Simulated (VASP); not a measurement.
# YCrC4N4 (P4/mmm) in VASP: a series of runs

The runs below take YCrC4N4 through single point, with PBE.

Program: VASP 6.6.1. These are calculated values, not measurements. Logs are shortened: lines on timing, memory, paths and dates and some standing lists are left out, and cuts for length are marked.

### 1 The cell of the first run

The structure is tetragonal, space group P4/mmm (No. 123). Conventional cell: a = 7.521 Å, b = 7.521 Å, c = 4.077 Å, α = 90.00°, β = 90.00°, γ = 90.00°. Within 2.9 Å of Y (site symmetry 4/mmm) lie 4 N at 2.21 Å. Within 2.6 Å of Cr (site symmetry 4/mmm) lie 4 C at 1.94 Å. C (site symmetry m2m) has 1 N at 1.17 Å within 1.6 Å. N (site symmetry m2m) has 1 C at 1.17 Å within 1.6 Å.

### 2 Single point, PBE, collinear spin, ferromagnetic start

Input file INCAR:

```
SYSTEM = YCrC4N4
PREC = Accurate
ENCUT = 520
EDIFF = 1E-6
ISMEAR = 0
SIGMA = 0.1
LREAL = .FALSE.
LASPH = .TRUE.
NELM = 150
ALGO = Normal
ISIF = 2
LWAVE = .FALSE.
LCHARG = .TRUE.
ISPIN = 2
MAGMOM = 0 3 0 0 0 0 0 0 0 0
LORBIT = 11
LMAXMIX = 4
GGA = PE
LELF = .TRUE.
LVHAR = .TRUE.
NBANDS = 44
```

Input file KPOINTS:

```
regular mesh
0
G
  2 2 4
  0 0 0
```

Input file POSCAR:

```
YCrC4N4
1.0
    7.5207877200      0.0000000000      0.0000000000
    0.0000000000      7.5207877200      0.0000000000
    0.0000000000      0.0000000000      4.0771255600
Y Cr C N
1 1 4 4
Direct
    0.5000000000      0.5000000000      0.0000000000
    0.0000000000      0.0000000000      0.0000000000
    0.1822113600      0.8177886400      0.0000000000
    0.8177886400      0.1822113600      0.0000000000
    0.1822113600      0.1822113600      0.0000000000
    0.8177886400      0.8177886400      0.0000000000
    0.2922151200      0.7077848800      0.0000000000
    0.7077848800      0.2922151200      0.0000000000
    0.2922151200      0.2922151200      0.0000000000
    0.7077848800      0.7077848800      0.0000000000
```

Potentials or basis: VASP PAW PBE potentials, release 64 (Y_sv, Cr_pv, C, N).

Run with:

```
$ cat potpaw_PBE.64/Y_sv/POTCAR potpaw_PBE.64/Cr_pv/POTCAR potpaw_PBE.64/C/POTCAR potpaw_PBE.64/N/POTCAR > POTCAR
$ mpirun -np 1 vasp_std > vasp.out
```

OUTCAR:

```text
SYSTEM = YCrC4N4
   PREC = Accurate
   ENCUT = 520
   EDIFF = 1E-6
   ISMEAR = 0
   LREAL = .FALSE.
   LASPH = .TRUE.
   NELM = 150
   ISIF = 2
   ISPIN = 2
   LORBIT = 11
   GGA = PE

 ion  position               nearest neighbor table
   1  0.500  0.500  0.000-   7 2.21   8 2.21   9 2.21  10 2.21
   2  0.000  0.000  0.000-   3 1.94   4 1.94   5 1.94   6 1.94
   3  0.182  0.818  0.000-   7 1.17   2 1.94
   4  0.818  0.182  0.000-   8 1.17   2 1.94
   5  0.182  0.182  0.000-   9 1.17   2 1.94
   6  0.818  0.818  0.000-  10 1.17   2 1.94
   7  0.292  0.708  0.000-   3 1.17   1 2.21
   8  0.708  0.292  0.000-   4 1.17   1 2.21
   9  0.292  0.292  0.000-   5 1.17   1 2.21
  10  0.708  0.708  0.000-   6 1.17   1 2.21

  LATTYP: Found a simple tetragonal cell.
 ALAT       =     7.5207877200
 C/A-ratio  =     0.5421141657

  Lattice vectors:

 A1 = (   7.5207877200,   0.0000000000,   0.0000000000)
 A2 = (   0.0000000000,   7.5207877200,   0.0000000000)
 A3 = (   0.0000000000,   0.0000000000,   4.0771255600)

Analysis of symmetry for initial positions (statically):
=====================================================================
 Subroutine PRICEL returns:
 Original cell was already a primitive cell.

 Routine SETGRP: Setting up the symmetry group for a
 simple tetragonal supercell.

 Subroutine GETGRP returns: Found 16 space group operations
 (whereof 16 operations were pure point group operations)
 out of a pool of 16 trial point group operations.

The static configuration has the point symmetry D_4h.

Analysis of symmetry for dynamics (positions and initial velocities):
=====================================================================
 Subroutine PRICEL returns:
 Original cell was already a primitive cell.

 Routine SETGRP: Setting up the symmetry group for a
 simple tetragonal supercell.

 Subroutine GETGRP returns: Found 16 space group operations
 (whereof 16 operations were pure point group operations)
 out of a pool of 16 trial point group operations.

The dynamic configuration has the point symmetry D_4h.

Analysis of structural, dynamic, and magnetic symmetry:
=====================================================================
 Subroutine PRICEL returns:
 Original cell was already a primitive cell.

 Routine SETGRP: Setting up the symmetry group for a
 simple tetragonal supercell.

 Subroutine GETGRP returns: Found 16 space group operations
 (whereof 16 operations were pure point group operations)
 out of a pool of 16 trial point group operations.

The overall configuration has the point symmetry D_4h.

 Subroutine INISYM returns: Found 16 space group operations
 (whereof 16 operations are pure point group operations),
 and found     1 'primitive' translations

----------------------------------------------------------------------------------------

                                     Primitive cell

  volume of cell :     230.6114

  direct lattice vectors                    reciprocal lattice vectors
     7.520787720  0.000000000  0.000000000     0.132964795  0.000000000  0.000000000
     0.000000000  7.520787720  0.000000000     0.000000000  0.132964795  0.000000000
     0.000000000  0.000000000  4.077125560     0.000000000  0.000000000  0.245270837

  length of vectors
     7.520787720  7.520787720  4.077125560     0.132964795  0.132964795  0.245270837

  position of ions in fractional coordinates (direct lattice)
     0.500000000  0.500000000  0.000000000
[... 61 lines left out ...]
   number of dos      NEDOS =    301   number of ions     NIONS =     10
   total plane-waves  NPLWV =  94080
   dimension x,y,z NGX =    56 NGY =   56 NGZ =   30
   dimension x,y,z NGXF=   112 NGYF=  112 NGZF=   60
   ions per type =               1   1   4   4
   NGX,Y,Z   is equivalent  to a cutoff of  12.38, 12.38, 12.23 a.u.
   NGXF,Y,Z  is equivalent  to a cutoff of  24.76, 24.76, 24.47 a.u.
 SYSTEM =  YCrC4N4
   PREC   = accura    normal or accurate (medium, high low for compatibility)
   ISTART =      0    job   : 0-new  1-cont  2-samecut
   ICHARG =      2    charge: 1-file 2-atom 10-const
   ISPIN  =      2    spin polarized calculation?
   LNONCOLLINEAR =      F non collinear calculations
   LSORBIT =      F    spin-orbit coupling
   LASPH  =      T    aspherical Exc in radial PAW
   ENCUT  =  520.0 eV  38.22 Ry    6.18 a.u.  13.98 13.98  7.58*2*pi/ulx,y,z
   NELM   =    150;   NELMIN=  2; NELMDL= -5     # of ELM steps
   EDIFF  = 0.1E-05   stopping-criterion for ELM
   LREAL  =      F    real-space projection
   EDIFFG = 0.1E-04   stopping-criterion for IOM
   NSW    =      0    number of steps for IOM
   IBRION =     -1    ionic relax: 0-MD 1-quasi-New 2-CG
   NFREE  =      0    steps in history (QN), initial steepest desc. (CG)
   ISIF   =      2    stress and relaxation
   ISYM   =      2    0-nonsym 1-usesym 2-fastsym
   POTIM  = 0.5000    time-step for ionic-motion
   TEBEG  =    0.0;   TEEND  =   0.0 temperature during run
   PSTRESS=    0.0 pullay stress
   NELECT =      59.0000    total number of electrons
   NUPDOWN=      -1.0000    fix difference up-down
   EMIN   =  10.00;   EMAX   =-10.00  energy-range for DOS
   EFERMI =   0.00;   METHOD = LEGACY
   ISMEAR =     0;   SIGMA  =   0.10  broadening in eV -4-tet -1-fermi 0-gaus
   EFERMI_NEDOS =   21; number of points for ismear=-14 and -15
   IALGO  =     38    algorithm
   IMIX   =      4    mixing-type and parameters
     AMIX     =   0.40;   BMIX     =  1.00
     AMIX_MAG =   1.60;   BMIX_MAG =  1.00
  volume/ion in A,a.u.               =      23.06       155.62
  Fermi-wavevector in a.u.,A,eV,Ry     =   1.039278  1.963951 14.695648  1.080100
  Thomas-Fermi vector in A             =   2.173801
   LORBIT       =     11    0 simple, 1 ext, 2 COOP (PROOUT), +10 PAW based schemes
   GGA     = PE    functional components
   LHFCALC =     F    Hartree Fock is set to
   AEXX    =    0.0000 exact exchange contribution
   IVDW    =     0    specifies the selected vdW correction
   LEPSILON=     F    determine dielectric tensor
   LRPA    =     F    only Hartree local field effects (RPA)
 spin polarized calculation
 Gauss-broadening in eV      SIGMA  =   0.10
  energy-cutoff  :      520.00
  volume of cell :      230.61
 maximum number of plane-waves:      6236
 NGX is ok and might be reduce to    56
   NGX = 27   NGY = 27   NGZ = 15

 number of electron      58.9999986 magnetization       3.6837522

 Free energy of the ion-electron system (eV)
  ---------------------------------------------------
  ext. energy  EPLUGINS =         0.00000000
  ---------------------------------------------------
  free energy    TOTEN  =       -85.01643366 eV

  energy without entropy =      -85.00062936  energy(sigma->0) =      -85.00853151

 E-fermi :   0.1171     XC(G=0):  -6.8546

 val. band max:        0.0727773165   @ k =   0.5000   0.0000   0.5000
 cond. band min:       0.1265374876   @ k =   0.5000   0.0000   0.0000
 fundamental gap:      0.0537601710
 Fermi energy:         0.1170770538

 spin component 1

 k-point     1 :       0.0000    0.0000    0.0000
  band No.  band energies     occupation
      1     -44.2477      1.00000
      2     -44.0482      1.00000
      3     -44.0482      1.00000
      4     -42.7505      1.00000
      5     -22.9542      1.00000
      6     -22.9542      1.00000
[... 385 lines left out ...]
     40       4.2644      0.00000
     41       4.3140      0.00000
 Fermi energy:         0.1170770538

 spin component 2

 k-point     1 :       0.0000    0.0000    0.0000
  band No.  band energies     occupation
      1     -42.7417      1.00000
      2     -41.4352      1.00000
      3     -41.4352      1.00000
      4     -40.6971      1.00000
      5     -22.9470      1.00000
      6     -22.9470      1.00000
[... 385 lines left out ...]
     40       5.0718      0.00000
     41       5.1313      0.00000
 [bands above 41 left out]

------------------------ aborting loop because EDIFF is reached ----------------------------------------

  FORCE on cell =-STRESS in cart. coord.  units (eV):
  Direction    XX          YY          ZZ          XY          YZ          ZX
  --------------------------------------------------------------------------------------
  -------------------------------------------------------------------------------------
  Total       13.5234757     13.5234757     -0.5218664      0.0000000     -0.0000000      0.0000000
  in kB       93.9546240     93.9546240     -3.6256778      0.0000000     -0.0000000      0.0000000
  external PRESSURE =      61.4278567 kB  Pullay stress =       0.0000000 kB

 VOLUME and BASIS-vectors are now :
 -----------------------------------------------------------------------------
  energy-cutoff  :      520.00
  volume of cell :      230.61
      direct lattice vectors                 reciprocal lattice vectors
     7.520787720  0.000000000  0.000000000     0.132964795  0.000000000  0.000000000
     0.000000000  7.520787720  0.000000000     0.000000000  0.132964795  0.000000000
     0.000000000  0.000000000  4.077125560     0.000000000  0.000000000  0.245270837

 POSITION                                       TOTAL-FORCE (eV/Angst)
 -----------------------------------------------------------------------------------
      3.76039      3.76039      0.00000         0.000000      0.000000     -0.000000
      0.00000      0.00000      0.00000         0.000000      0.000000     -0.000000
      1.37037      6.15041      0.00000        -0.179259      0.179259      0.000000
      6.15041      1.37037      0.00000         0.179259     -0.179259     -0.000000
      1.37037      1.37037      0.00000        -0.179259     -0.179259     -0.000000
      6.15041      6.15041      0.00000         0.179259      0.179259      0.000000
      2.19769      5.32310      0.00000         0.153199     -0.153199      0.000000
      5.32310      2.19769      0.00000        -0.153199      0.153199     -0.000000
      2.19769      2.19769      0.00000         0.153199      0.153199     -0.000000
      5.32310      5.32310      0.00000        -0.153199     -0.153199      0.000000
 -----------------------------------------------------------------------------------
    total drift:                               -0.000000     -0.000000      0.000000

  FREE ENERGIE OF THE ION-ELECTRON SYSTEM (eV)
  ---------------------------------------------------
  free  energy   TOTEN  =       -85.0164336586 eV

  energy  without entropy=      -85.0006293642  energy(sigma->0) =      -85.00853151

 total charge

# of ion       s       p       d       f       tot
--------------------------------------------------
    1        2.208   6.515   1.005   0.130   9.858
    2        0.353   6.430   4.229   0.000  11.012
    3        0.976   1.629   0.000   0.000   2.605
    4        0.976   1.629   0.000   0.000   2.605
    5        0.976   1.629   0.000   0.000   2.605
    6        0.976   1.629   0.000   0.000   2.605
    7        1.314   2.625   0.000   0.000   3.939
    8        1.314   2.625   0.000   0.000   3.939
    9        1.314   2.625   0.000   0.000   3.939
   10        1.314   2.625   0.000   0.000   3.939
--------------------------------------------------
tot         11.720  29.963   5.234   0.130  47.046

 magnetization (x)

# of ion       s       p       d       f       tot
--------------------------------------------------
    1       -0.001   0.002   0.017   0.002   0.019
    2        0.052   0.038   2.880   0.000   2.970
    3       -0.012  -0.030   0.000   0.000  -0.041
    4       -0.012  -0.030   0.000   0.000  -0.041
    5       -0.012  -0.030   0.000   0.000  -0.041
    6       -0.012  -0.030   0.000   0.000  -0.041
    7        0.001   0.066   0.000   0.000   0.067
    8        0.001   0.066   0.000   0.000   0.067
    9        0.001   0.066   0.000   0.000   0.067
   10        0.001   0.066   0.000   0.000   0.067
--------------------------------------------------
tot          0.010   0.185   2.897   0.002   3.093
```

It took 3.1 min on 1 thread of Intel Xeon Platinum 8488C (Sapphire Rapids), shared host; peak memory 0.46 GiB.

Results:

```
Free energy                                           : -85.0164 eV
Pressure                                              : 6.1 GPa
Largest force                                         : 0.254 eV/Å
Net moment                                            : 3.68 μB per cell
Site moments                                          : Y +0.02; Cr +2.97; C -0.04; N +0.07 μB
Valence electrons inside the program's atomic spheres : Y 9.86; Cr 11.01; C 2.60; N 3.94
```

Forces in eV/Å, atoms in the order of the input:
```
Y    0.000  0.000  0.000
Cr   0.000  0.000  0.000
C   -0.179  0.179  0.000
C    0.179 -0.179  0.000
C   -0.179 -0.179  0.000
C    0.179  0.179  0.000
N    0.153 -0.153  0.000
N   -0.153  0.153  0.000
N    0.153  0.153  0.000
N   -0.153 -0.153  0.000
```

Stress tensor (GPa, compression positive):
```
 9.40  0.00  0.00
 0.00  9.40  0.00
 0.00  0.00 -0.36
```

Caveat: the k points lie up to 0.42 Å⁻¹ apart; a cell with one magnetic atom can't hold antiferromagnetic order, which such compounds often take. With open d or f shells a metallic result of PBE can be an artefact of self-interaction; +U or a hybrid may open a gap.

### 3 Single point, PBE, collinear spin, ferromagnetic start

This run uses another cell than the first one, of 23.91 Å³/atom.

Input file INCAR:

```
PREC = Accurate
ENCUT = 520
EDIFF = 1E-6
ISMEAR = 0
SIGMA = 0.1
LREAL = False
LASPH = True
NELM = 150
ALGO = Normal
ISIF = 2
LWAVE = False
LCHARG = True
ISPIN = 2
MAGMOM = 0 3 0 0 0 0 0 0 0 0
LORBIT = 11
LMAXMIX = 4
GGA = PE
LELF = True
LVHAR = True
NBANDS = 44
```

Input file KPOINTS:

```
regular mesh
0
Gamma
  2 2 4
```

Input file POSCAR:

```
YCrC4N4
1.0
    7.7971313695      0.0000000000      0.0000000000
    0.0000000000      7.7971313695      0.0000000000
    0.0000000000      0.0000000000      3.9333166599
Y Cr C N
1 1 4 4
Direct
    0.5000000000      0.5000000000      0.0000000000
    0.0000000000      0.0000000000      0.0000000000
    0.1839361929      0.8160638071      0.0000000000
    0.8160638071      0.1839361929      0.0000000000
    0.1839361929      0.1839361929      0.0000000000
    0.8160638071      0.8160638071      0.0000000000
    0.2905885460      0.7094114540      0.0000000000
    0.7094114540      0.2905885460      0.0000000000
    0.2905885460      0.2905885460      0.0000000000
    0.7094114540      0.7094114540      0.0000000000
```

Potentials or basis: VASP PAW PBE potentials, release 64 (Y_sv, Cr_pv, C, N).

Run with:

```
$ cat potpaw_PBE.64/Y_sv/POTCAR potpaw_PBE.64/Cr_pv/POTCAR potpaw_PBE.64/C/POTCAR potpaw_PBE.64/N/POTCAR > POTCAR
$ mpirun -np 1 vasp_std > vasp.out
```

Run time: 4.1 min. Hardware: 1 thread of Intel Xeon Platinum 8488C (Sapphire Rapids), shared host; peak memory 0.5 GiB.

It converged, with:

- Free energy: -85.4858 eV
- Pressure: 0.4 GPa
- Largest force: 0.338 eV/Å
- Net moment: 3.76 μB per cell
- Site moments: Y -0.02; Cr +3.18; C -0.04; N +0.06 μB
- Valence electrons inside the program's atomic spheres: Y 9.52; Cr 10.76; C 2.57; N 3.91

Forces in eV/Å, atoms in the order of the input:
```
Y    0.000  0.000  0.000
Cr   0.000  0.000  0.000
C   -0.239  0.239  0.000
C    0.239 -0.239  0.000
C   -0.239 -0.239  0.000
C    0.239  0.239  0.000
N    0.239 -0.239  0.000
N   -0.239  0.239  0.000
N    0.239  0.239  0.000
N   -0.239 -0.239  0.000
```

Stress tensor (GPa, compression positive):
```
 0.65  0.00  0.00
 0.00  0.65  0.00
 0.00  0.00 -0.19
```

Levels at points of the mesh, in eV from the Fermi level:
Spin up:
| k point | band 27 | band 28 | band 29 | band 30 | band 31 | band 32 | band 33 | band 34 | band 35 | band 36 |
| --- | --- | --- | --- | --- | --- | --- | --- | --- | --- | --- |
| (0.00, 0.00, 0.00) | -4.21 | -2.12 | -2.00 | -1.64 | -1.64 | -0.79 | 1.55 | 2.30 | 2.30 | 2.47 |
| (0.50, 0.00, 0.00) | -4.15 | -1.99 | -1.86 | -1.62 | -1.59 | -0.78 | 1.42 | 1.64 | 2.19 | 2.52 |
| (0.50, 0.50, 0.00) | -4.06 | -1.99 | -1.75 | -1.64 | -1.64 | -0.78 | 1.87 | 2.31 | 2.31 | 2.45 |
| (0.00, 0.00, 0.50) | -4.17 | -2.06 | -1.92 | -1.92 | -0.91 | 0.09 | 1.12 | 1.12 | 1.72 | 2.63 |
| (0.50, 0.00, 0.50) | -4.07 | -1.89 | -1.83 | -1.81 | -0.90 | -0.19 | 0.97 | 1.60 | 1.94 | 2.19 |
| (0.50, 0.50, 0.50) | -3.95 | -1.91 | -1.91 | -1.73 | -0.91 | 0.47 | 1.13 | 1.13 | 1.80 | 2.04 |
Spin down:
| k point | band 24 | band 25 | band 26 | band 27 | band 28 | band 29 | band 30 | band 31 | band 32 | band 33 |
| --- | --- | --- | --- | --- | --- | --- | --- | --- | --- | --- |
| (0.00, 0.00, 0.00) | -4.36 | -4.25 | -4.25 | -4.16 | -0.90 | -0.49 | 0.86 | 0.88 | 0.88 | 2.52 |
| (0.50, 0.00, 0.00) | -4.50 | -4.49 | -4.37 | -4.10 | -0.89 | 0.13 | 0.86 | 1.06 | 1.12 | 1.36 |
| (0.50, 0.50, 0.00) | -4.54 | -4.45 | -3.99 | -3.99 | -0.89 | 0.34 | 0.87 | 0.89 | 0.89 | 1.79 |
| (0.00, 0.00, 0.50) | -4.77 | -4.12 | -4.11 | -4.11 | -0.37 | 0.06 | 0.06 | 0.59 | 1.89 | 1.89 |
| (0.50, 0.00, 0.50) | -4.81 | -4.40 | -4.32 | -4.02 | 0.18 | 0.22 | 0.32 | 0.64 | 0.97 | 1.54 |
| (0.50, 0.50, 0.50) | -4.94 | -4.78 | -3.88 | -3.88 | 0.08 | 0.08 | 0.40 | 1.17 | 1.75 | 1.87 |

Caveat: the k points lie up to 0.40 Å⁻¹ apart; a cell with one magnetic atom can't hold antiferromagnetic order, which such compounds often take. With open d or f shells a metallic result of PBE can be an artefact of self-interaction; +U or a hybrid may open a gap.
